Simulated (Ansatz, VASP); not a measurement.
# Two plane-wave programs on Ca

The input INCAR:

```
PREC = Accurate ; ENCUT = 520
EDIFF = 1E-6 ; ISMEAR = 0
SIGMA = 0.15 ; LREAL = F
LASPH = T ; NELM = 80
ALGO = Fast ; ISIF = 2
LWAVE = F ; LCHARG = F
GGA = PS ; NBANDS = 11
```

File KPOINTS:

```
regular mesh
0
Gamma
  16 16 16
```

Contents of POSCAR:

```
Ca
1.0
   -2.2052049036      2.2052049036      2.1961148100
    2.2052049036     -2.2052049036      2.1961148100
    2.2052049036      2.2052049036     -2.1961148100
Ca
1
Direct
    0.5000000000      0.5000000000      0.0000000000
```

Input for Ansatz:

```yaml
crystal:
  lattice:
    - [-2.2052049036, 2.2052049036, 2.19611481]
    - [2.2052049036, -2.2052049036, 2.19611481]
    - [2.2052049036, 2.2052049036, -2.19611481]
  atoms:
    - { symbol: Ca, position: [0.5, 0.5, 0.0] }
basis:
  ecutwfc: 420
kpoints:
  mp_grid: { grid: [16, 16, 16] }
hamiltonian:
  xc: pbesol
scf:
  occupations: { method: gaussian, width: 0.15 }
output:
  forces: true
  stress: true
  eigenvalues: true
```

Alike in both runs: task single point; functional PBEsol; k mesh 16 × 16 × 16; occupations gaussian, width 0.15 eV; no spin polarisation.

|  | VASP | Ansatz |
| --- | --- | --- |
| version | VASP 6.6.1 | Ansatz 0.2.0 |
| potentials or method | VASP PAW PBE potentials, release 64 (Ca_sv), cutoff 520 eV | scalar-relativistic, plane waves, PAW |
| valence electrons in the cell | 10 | 10 |

```tsv
	VASP	Ansatz	Ansatz less VASP
gap on the k mesh at the Fermi level (eV)	none	none	-
pressure (GPa)	-0.9	-0.9	0.00
```

VASP's potentials were made for PBE, not for PBEsol. A gap of «none» marks a metal or a gap that the smearing closes. The functional is the same, so the differences come from potentials, cutoffs and numerics.
